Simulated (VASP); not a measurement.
Crystal: CaO.

```xyz
4
Lattice="3.3458 0.0000 0.0000 -1.6729 2.8976 0.0000 0.0000 0.0000 5.8673" Properties=species:S:1:pos:R:3 pbc="T T T"
Ca    0.0000    0.0000    0.0000
Ca    0.0000    0.0000    2.9337
O     0.0000    1.9317    1.4668
O     1.6729    0.9659    4.4005
```

| Item | Value |
| --- | --- |
| Program | VASP 6.6.1 |
| Task | relaxation of cell and atoms |
| Functional | LDA |
| Potentials or basis | VASP PAW LDA potentials, release 64 (Ca_sv, O) |
| Cutoff | 600 eV |
| k mesh | 12 × 12 × 4 |
| Occupations | fermi-dirac, width 0.02 eV |
| Spin | no spin polarisation |

At the start: pressure -7.7 GPa; volume 14.22 Å³/atom.

Question: How do energy, volume and symmetry change on relaxing?

Answer: Over 7 steps the energy falls by 25.6 meV/atom and the volume is 13.23 Å³/atom (-7.0 %); space group P6_3/mmc (No. 194, to 0.1 Å) before and after.

Step by step:
```
step  energy change (eV)  largest force (eV/Å)  pressure (GPa)  volume (Å³)
   1              0.0000                0.0000           -7.68        56.88
   2             -0.0861                0.0000            3.66        51.45
   3             -0.1022                0.0000           -0.02        52.90
   4             -0.1021                0.0000            0.16        52.82
   5             -0.1023                0.0000           -0.06        52.91
   6             -0.1023                0.0000           -0.06        52.91
   7             -0.1023                0.0000           -0.03        52.90
```

Final structure:
```cif
data_structure
_symmetry_space_group_name_H-M 'P 1'
_symmetry_Int_Tables_number 1
_cell_length_a 3.2665
_cell_length_b 3.2665
_cell_length_c 5.7251
_cell_angle_alpha 90.000
_cell_angle_beta 90.000
_cell_angle_gamma 120.000
_cell_volume 52.90
loop_
_atom_site_label
_atom_site_type_symbol
_atom_site_fract_x
_atom_site_fract_y
_atom_site_fract_z
_atom_site_occupancy
Ca1 Ca 0.00000 0.00000 0.00000 1
Ca2 Ca 0.00000 0.00000 0.50000 1
O1 O 0.33333 0.66667 0.25000 1
O2 O 0.66667 0.33333 0.75000 1
```
